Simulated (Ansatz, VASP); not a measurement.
**One calculation of Te2Pb3Se, two programs**

File INCAR:

```
SYSTEM = Te2Pb3Se
ALGO = Normal
EDIFF = 1E-6
EDIFFG = -0.01
ENCUT = 600
GGA = PE
IBRION = 2
ISIF = 3
ISMEAR = 0
LASPH = .True.
LCHARG = .False.
LREAL = .False.
LWAVE = .False.
NELM = 60
NSW = 100
PREC = Accurate
SIGMA = 0.02
```

KPOINTS

```
k-points
0
Gamma
  6 6 4
  0 0 0
```

POSCAR

```
Te2Pb3Se
1.0
    4.5658263830      0.0000000000      0.0000000000
   -2.2829131915      3.9541216369      0.0000000000
    0.0000000000      0.0000000000     11.1734940839
Te Pb Se
2 3 1
Direct
    0.3333333333      0.6666666667      0.6730704059
    0.6666666667      0.3333333333      0.3269295941
    0.6666666667      0.3333333333      0.8475973657
    0.0000000000      0.0000000000      0.5000000000
    0.3333333333      0.6666666667      0.1524026343
    0.0000000000      0.0000000000      0.0000000000
```

Input for Ansatz:

```yaml
crystal:
  lattice:
    - [4.565826383, 0.0, 0.0]
    - [-2.2829131915, 3.9541216369, 0.0]
    - [0.0, 0.0, 11.1734940839]
  atoms:
    - { symbol: Te, position: [0.3333333333, 0.6666666667, 0.6730704059] }
    - { symbol: Te, position: [0.6666666667, 0.3333333333, 0.3269295941] }
    - { symbol: Pb, position: [0.6666666667, 0.3333333333, 0.8475973657] }
    - { symbol: Pb, position: [0.0, 0.0, 0.5] }
    - { symbol: Pb, position: [0.3333333333, 0.6666666667, 0.1524026343] }
    - { symbol: Se, position: [0.0, 0.0, 0.0] }
basis:
  ecutwfc: 420
kpoints:
  mp_grid: { grid: [6, 6, 4] }
hamiltonian:
  xc: pbe
scf:
  occupations: { method: gaussian, width: 0.02 }
output:
  forces: true
  stress: true
  eigenvalues: true
relax:
  adjacent_minimum: "off"
  f_tol: 0.01
  max_steps: 80
  cell: { stress_tol: 0.05 }
```

Alike in both runs: task relaxation of cell and atoms; functional PBE; k mesh 6 × 6 × 4; occupations gaussian, width 0.02 eV; no spin polarisation.

|  | VASP | Ansatz |
| --- | --- | --- |
| version | VASP 6.6.1 | Ansatz 0.2.0 |
| potentials or method | VASP PAW PBE potentials, release 64 (Te, Pb_d, Se), cutoff 600 eV | scalar-relativistic, plane waves, PAW |
| valence electrons in the cell | 60 | 90 |

|  | VASP | Ansatz | Ansatz less VASP |
| --- | --- | --- | --- |
| gap on the k mesh at the Fermi level, each at its own relaxed structure (eV) | 0.69 | 0.69 | -0.005 |
| relaxed volume (Å³/atom) | 33.54 | 33.53 | -0.001 |
| relaxed length of the cell vector where the two differ most in proportion (Å) | 11.170 | 11.172 | +0.0016 |

VASP's potentials hold 60 valence electrons a cell and Ansatz's 90, so a difference there can come from the potentials and not from the codes.

Neither program's run includes spin-orbit coupling.
